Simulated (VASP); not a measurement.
Wanted: the native input for a VASP 6.6.1 run.

- Task: relaxation of cell and atoms
- Functional: PBE
- Potentials or basis: VASP PAW PBE potentials, release 64 (Dy_3, Be, O), 4f in core
- Cutoff: 600 eV
- k mesh: 12 × 12 × 8
- Occupations: gaussian, width 0.1 eV
- Spin: no spin polarisation
- Dipole correction: no
- Further INCAR settings: ALGO = Normal; EDIFF = 1e-07; IBRION = 2; EDIFFG = -0.01; NSW = 100; ISIF = 3

The structure of Dy2Be3O lies in POSCAR:

```
Dy2Be3O
1.0
    5.3091760683      0.0000000000      0.0000000000
   -2.6545880341      4.5978813483      0.0000000000
    0.0000000000      0.0000000000      5.0590002107
Dy Be O
2 3 1
Direct
    0.6666666667      0.3333333333      0.0000000000
    0.0000000000      0.0000000000      0.0000000000
    0.3333333333      0.6666666667      0.2101274276
    0.3333333333      0.6666666667      0.7898725724
    0.0000000000      0.0000000000      0.5000000000
    0.3333333333      0.6666666667      0.5000000000
```

The cell was generated, and may not be a known phase.

The input as run:

INCAR

```
ALGO = Normal ; EDIFF = 1E-7
EDIFFG = -0.01 ; ENCUT = 600
GGA = PE ; GGA_COMPAT = F
IBRION = 2 ; ISIF = 3
ISMEAR = 0 ; LASPH = T
LCHARG = F ; LMAXMIX = 6
LREAL = F ; LWAVE = F
NELM = 200 ; NELMIN = 4
NSW = 100 ; PREC = Accurate
SIGMA = 0.1
```

KPOINTS

```
k-points
0
Gamma
  12 12 8
```

Potentials or basis: VASP PAW PBE potentials, release 64 (Dy_3, Be, O), 4f in core.

Launch:

```console
$ cat potpaw_PBE.64/Dy_3/POTCAR potpaw_PBE.64/Be/POTCAR potpaw_PBE.64/O/POTCAR > POTCAR
$ mpirun -np 1 vasp_std > vasp.out
```

It gave:

```
Relaxed volume                        : 20.65 Å³/atom
Relaxed cell                          : a = 5.310 Å, b = 5.310 Å, c = 5.074 Å, α = 90.00°, β = 90.00°, γ = 120.00°
Space group after relaxing (to 0.1 Å) : P-6m2 (No. 187)
Energy gained by relaxing             : 0.1 meV/atom
Ionic steps                           : 4
Pressure after relaxing               : 0.0 GPa
Band gap on the k mesh                : zero (bands 15 and 16 overlap by 1.28 eV)
```

Caveat: spin-orbit coupling is left out, which moves the levels of the heavy elements; the 4f electrons are frozen in the core, so they carry no moment and show no levels; the run has no spin polarisation, though such a crystal can be magnetic.

Run time: 11 min on 1 thread of Intel(R) Xeon(R) Platinum 8488C (Sapphire Rapids) (shared host), peak memory 0.47 GiB.
